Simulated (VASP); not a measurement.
A run of VASP 6.6.1 is set up as follows.

Contents of INCAR:

```
SYSTEM = Ge
ALGO     = Normal         ! electronic algorithm
EDIFF    = 1E-7           ! SCF threshold, eV
ENCUT    = 520            ! plane-wave cutoff, eV
GGA      = PE             ! functional
ISIF     = 2              ! what is computed and relaxed
ISMEAR   = -1             ! smearing method
LASPH    = .TRUE.         ! aspherical terms in the spheres
LCHARG   = .FALSE.        ! write CHGCAR
LREAL    = .FALSE.        ! projectors in reciprocal space
LWAVE    = .FALSE.        ! write WAVECAR
NBANDS   = 13             ! bands
NELM     = 60             ! most SCF steps
PREC     = Accurate       ! precision mode
SIGMA    = 0.1            ! smearing width, eV
```

KPOINTS

```
k-points
0
G
  19 19 19
  0 0 0
```

File POSCAR:

```
Ge
1.0
    2.7137598632      0.0000000000      0.0000000000
    0.0000000000      2.7137598632      0.0000000000
    0.0000000000      0.0000000000      2.7137598632
Ge
1
Direct
    0.0000000000      0.0000000000      0.0000000000
```

Potentials or basis: VASP PAW PBE potentials, release 64 (Ge_d).

Run with:

```bash
$ cat potpaw_PBE.64/Ge_d/POTCAR > POTCAR
$ mpirun -np 1 vasp_std > vasp.out
```

Estimate the pressure.

-0.2 GPa.

Estimate the band gap on the k mesh.

zero (band 7 reaches 12.45 eV, above the bottom of band 8 at 3.50 eV).
